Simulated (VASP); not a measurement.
The system is SrLiH3.

```xyz
5
Lattice="4.6308 0.0000 0.0000 0.0000 4.6308 0.0000 0.0000 0.0000 4.6308" Properties=species:S:1:pos:R:3 pbc="T T T"
Li    0.0000    0.0000    0.0000
Sr    2.3154    2.3154    2.3154
H     0.0000    2.3154    2.3154
H     2.3154    0.0000    2.3154
H     2.3154    2.3154    0.0000
```

Base run:

```yaml
Program: VASP 6.6.1
Functional: PBEsol
Potentials_or_basis: VASP PAW PBE potentials, release 64 (Li_sv, Sr_sv, H)
Cutoff: 520 eV
k_mesh: 6 × 6 × 6
Occupations: gaussian, width 0.01 eV
Spin: no spin polarisation
```

Its results: band gap on the k mesh 1.70 eV, indirect (least direct gap 2.14 eV).

Task: The run is repeated on the same cell with these changes: k mesh from 6 × 6 × 6 to 3 × 3 × 3. What comes out?

Result: Band gap on the k mesh 2.72 eV, indirect (least direct gap 2.89 eV).

Caveats: some runs use coarse meshes.

A k mesh can miss the band edges.
